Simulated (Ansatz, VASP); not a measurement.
SiC: VASP beside Ansatz

```
CELL_PARAMETERS angstrom
3.05842 0.00000 0.00000
-1.52921 2.64867 0.00000
0.00000 0.00000 10.01215
ATOMIC_POSITIONS crystal
Si 0.66667 0.33333 0.93784
Si 0.33333 0.66667 0.43784
Si 0.00000 0.00000 0.68790
Si 0.00000 0.00000 0.18790
C 0.66667 0.33333 0.74981
C 0.33333 0.66667 0.24981
C 0.00000 0.00000 0.50045
C 0.00000 0.00000 0.00045
```

Alike in both runs: functional LDA; k mesh 12 × 12 × 4; occupations gaussian, width 0.02 eV; no spin polarisation.

Ansatz relaxed the structure, and its values are those at the end. VASP's run is a single point on that final structure, the one shown.

|  | VASP | Ansatz |
| --- | --- | --- |
| version | VASP 6.6.1 | Ansatz 0.2.0 |
| potentials or method | VASP PAW LDA potentials, release 64 (Si, C), cutoff 520 eV | scalar-relativistic, plane waves, PAW |
| valence electrons in the cell | 32 | 32 |

```csv
,VASP,Ansatz,Ansatz less VASP
gap on the k mesh at the Fermi level (eV),2.17,2.18,+0.010
least direct gap on the mesh (eV),3.30,3.31,+0.011
pressure (GPa),0.4,0.0,-0.41
```

LDA's correlation is that of Perdew and Zunger in VASP and of Perdew and Wang (1992) in Ansatz.
